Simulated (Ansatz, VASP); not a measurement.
# One calculation of Eu, two programs

The input INCAR:

```
PREC = Accurate
ENCUT = 600
EDIFF = 1E-6
ISMEAR = 0
SIGMA = 0.1
LREAL = F
LASPH = T
NELM = 200
ALGO = Normal
ISIF = 2
LWAVE = F
LCHARG = F
ISPIN = 2
MAGMOM = 7.85
LORBIT = 11
LMAXMIX = 6
LDAU = T
LDAUTYPE = 2
LDAUL = 3
LDAUU = 6
LDAUJ = 0
LDAUPRINT = 1
GGA = PE
NBANDS = 18
GGA_COMPAT = F
```

KPOINTS

```
regular mesh
0
Gamma
  14 14 14
```

POSCAR

```
Eu
1.0
   -2.2119739174      2.2119739174      2.2119739174
    2.2119739174     -2.2119739174      2.2119739174
    2.2119739174      2.2119739174     -2.2119739174
Eu
1
Direct
    0.0000000000      0.0000000000      0.0000000000
```

Input for Ansatz:

```yaml
crystal:
  lattice:
    - [-2.2119739174, 2.2119739174, 2.2119739174]
    - [2.2119739174, -2.2119739174, 2.2119739174]
    - [2.2119739174, 2.2119739174, -2.2119739174]
  atoms:
    - { symbol: Eu, position: [0.0, 0.0, 0.0], spin: 7.85 }
basis:
  ecutwfc: 420
kpoints:
  mp_grid: { grid: [14, 14, 14] }
hamiltonian:
  xc: pbe
  pseudopotentials: { kind: paw }
  hubbard: { sites: [{ species: Eu, l: f, u_eff: 6.0 }] }
scf:
  occupations: { method: gaussian, width: 0.1 }
output:
  forces: true
  stress: true
  eigenvalues: true
  populations: true
magnetization:
  spin_polarized: true
```

Alike in both runs: task single point; functional PBE; k mesh 14 × 14 × 14; occupations gaussian, width 0.1 eV; collinear spin; Hubbard terms Eu f U = 6.0 eV.

|  | VASP | Ansatz |
| --- | --- | --- |
| version | VASP 6.6.1 | Ansatz 0.2.0 |
| potentials or method | VASP PAW PBE potentials, release 64 (Eu), cutoff 600 eV | scalar-relativistic, plane waves, PAW |
| valence electrons in the cell | 17 | 17 |

Ansatz gave:

| Item | Value |
| --- | --- |
| gap on the k mesh at the Fermi level (eV) | none |
| pressure (GPa) | 1.4 |
| net moment per atom (μB) | 7.33 |
| size of the moment on the site where the two differ most (μB) | 7.11 |

Question: What did VASP give for the same quantities?

Answer: gap on the k mesh at the Fermi level (eV): none; pressure (GPa): 1.6; net moment per atom (μB): 7.29; size of the moment on the site where the two differ most (μB): 6.80.

Site moments also hang on the region over which each program counts them. The programs project onto different local orbitals, so the same U acts differently, and such runs can settle in different states. A gap of «none» marks a metal or a gap that the smearing closes. Ansatz's warnings: filled band counts differ across k points, given moment on shells, stability check not made.

Spin-orbit coupling is off throughout.
